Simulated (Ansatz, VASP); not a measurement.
**Two plane-wave programs on LiGe6As8**

```
Li Ge As
1.0
     0.00000    5.98427    5.98427
     5.98427    0.00000    5.98427
     5.98427    5.98427    0.00000
Li Ge As
1 6 8
Direct
  0.50000 0.50000 0.50000
  0.50000 0.00000 0.50000
  0.50000 0.00000 0.00000
  0.00000 0.00000 0.50000
  0.00000 0.50000 0.00000
  0.00000 0.50000 0.50000
  0.50000 0.50000 0.00000
  0.88548 0.34355 0.88548
  0.11452 0.11452 0.11452
  0.88548 0.88548 0.88548
  0.65645 0.11452 0.11452
  0.88548 0.88548 0.34355
  0.34355 0.88548 0.88548
  0.11452 0.11452 0.65645
  0.11452 0.65645 0.11452
```

Alike in both runs: functional PBE; k mesh 4 × 4 × 4; occupations gaussian, width 0.1 eV; no spin polarisation.

Ansatz relaxed the structure, and its values are those at the end. VASP's run is a single point on that final structure, the one shown.

```csv
,VASP,Ansatz
version,VASP 6.6.1,Ansatz 0.2.0
potentials or method,"VASP PAW PBE potentials, release 64 (Li_sv, Ge_d, As), cutoff 520 eV","scalar-relativistic, plane waves, PAW"
valence electrons in the cell,127,207
```

Ansatz gave:

| Quantity | Value |
| --- | --- |
| gap on the k mesh at the Fermi level (eV) | none |
| rms of the force components (eV/Å) | 0.008 |

Problem. Estimate VASP's values.

Solution. gap on the k mesh at the Fermi level (eV): none; rms of the force components (eV/Å): 0.007.

A gap of «none» marks a metal or a gap that the smearing closes. The functional is the same, so the differences come from potentials, cutoffs and numerics. VASP's potentials hold 127 valence electrons a cell and Ansatz's 207, so a difference there can come from the potentials and not from the codes.

Noted on VASP's run: the cutoff is short for stress, so the pressure is rough.
